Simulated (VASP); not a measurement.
Write the native input for VASP 6.6.1 that does the following.

* Task: relaxation of cell and atoms
* Functional: PBE
* Potentials or basis: VASP PAW PBE potentials, release 64 (Li_sv, Ge_d, H)
* Cutoff: 600 eV
* k mesh: 10 × 10 × 8
* Occupations: gaussian, width 0.1 eV
* Spin: no spin polarisation
* Dipole correction: no
* Further INCAR settings: ALGO = Normal; EDIFF = 1e-06; IBRION = 2; EDIFFG = -0.01; NSW = 100; ISIF = 3

The structure of LiGeH3 lies in POSCAR:

```
LiGeH3
1.0
    3.9690647592      0.0000000000      0.0000000000
    0.0000000000      3.9690647592      0.0000000000
    0.0000000000      0.0000000000      5.2127366085
Li Ge H
1 1 3
Direct
    0.5000000000      0.5000000000      0.3597855861
    0.0000000000      0.0000000000      0.2159394610
    0.5000000000      0.0000000000      0.2526425870
    0.0000000000      0.5000000000      0.2526425870
    0.0000000000      0.0000000000      0.5271897888
```

The input as run:

INCAR

```
  ALGO = Normal
  EDIFF = 1E-6
  EDIFFG = -0.01
  ENCUT = 600
  GGA = PE
  IBRION = 2
  ISIF = 3
  ISMEAR = 0
  LASPH = T
  LCHARG = F
  LREAL = F
  LWAVE = F
  NELM = 60
  NSW = 100
  PREC = Accurate
  SIGMA = 0.1
```

KPOINTS

```
k-points
0
Gamma
  10 10 8
```

Potentials or basis: VASP PAW PBE potentials, release 64 (Li_sv, Ge_d, H).

Command:

```sh
$ cat potpaw_PBE.64/Li_sv/POTCAR potpaw_PBE.64/Ge_d/POTCAR potpaw_PBE.64/H/POTCAR > POTCAR
$ mpirun -np 1 vasp_std > vasp.out
```

Results of the run:

```
Relaxed volume                         : 16.34 Å³/atom
Relaxed cell                           : a = 3.954 Å, b = 3.954 Å, c = 5.224 Å, α = 90.00°, β = 90.00°, γ = 90.00°
Space group after relaxing (to 0.05 Å) : P4mm (No. 99)
Energy gained by relaxing              : 0.2 meV/atom
Ionic steps                            : 11
Pressure after relaxing                : 0.0 GPa
Largest force after relaxing           : 0.007 eV/Å
Band gap on the k mesh                 : zero (band 10 reaches 0.82 eV, above the bottom of band 11 at 0.75 eV)
```

Caveat: the cutoff is under 1.25 times the usual one of these potentials, so pressure, stress and relaxed cells hold a basis-set (Pulay) error.

It took 8.1 min on 1 thread of Intel(R) Xeon(R) Platinum 8488C (Sapphire Rapids), with other jobs on the host, peak memory 0.31 GiB.
